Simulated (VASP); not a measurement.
A run of VASP 6.6.1:

File INCAR:

```
PREC = Accurate
ENCUT = 600
EDIFF = 1E-7
ISMEAR = 0
SIGMA = 0.02
LREAL = F
LASPH = T
NELM = 120
ALGO = Normal
ISIF = 3
LWAVE = F
LCHARG = F
GGA = PS
IBRION = 2
NSW = 100
EDIFFG = -0.005
GGA_COMPAT = F
NELMIN = 4
```

Contents of KPOINTS:

```
regular mesh
0
Gamma
  10 10 10
```

POSCAR

```
MgO
1.0
    0.0000000000      2.1066950100      2.1066950100
    2.1066950100      0.0000000000      2.1066950100
    2.1066950100      2.1066950100      0.0000000000
Mg O
1 1
Direct
    0.0000000000      0.0000000000      0.0000000000
    0.5000000000      0.5000000000      0.5000000000
```

Potentials or basis: VASP PAW PBE potentials, release 64 (Mg, O).

The run is started by

```console
$ cat potpaw_PBE.64/Mg/POTCAR potpaw_PBE.64/O/POTCAR > POTCAR
$ mpirun -np 1 vasp_std > vasp.out
```

Hardware: 1 thread of Intel(R) Xeon(R) Platinum 8559C (Emerald Rapids), on a shared host.

How long does it take, and how much memory?

Run time: 9 s on 1 thread of Intel(R) Xeon(R) Platinum 8559C (Emerald Rapids), on a shared host, peak memory 0.15 GiB. Counts: scf iterations 25, k points 47, ion steps 3.
